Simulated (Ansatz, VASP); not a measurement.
# One calculation of Ti, two programs

```
CELL_PARAMETERS angstrom
0.00000 2.03000 2.07060
2.03000 0.00000 2.07060
2.03000 2.03000 0.00000
ATOMIC_POSITIONS crystal
Ti 0.00000 0.00000 0.00000
```

Change from the starting cell: zz strain of +2 %.

Alike in both runs: task single point; functional PBE; k mesh 15 × 15 × 15; occupations fermi-dirac, width 0.05 eV; no spin polarisation.

```csv
,VASP,Ansatz
version,VASP 6.6.1,Ansatz 0.2.0
potentials or method,"VASP PAW PBE potentials, release 64 (Ti_sv), cutoff 520 eV","all-electron LAPW, scalar-relativistic"
```

|  | VASP | Ansatz | Ansatz less VASP |
| --- | --- | --- | --- |
| pressure (GPa) | 1.8 | 2.1 | +0.29 |
| traceless stress, the component that is largest in VASP (GPa) | -0.46 | -0.46 | +0.003 |

Ansatz ran all-electron here, and VASP with PAW potentials.
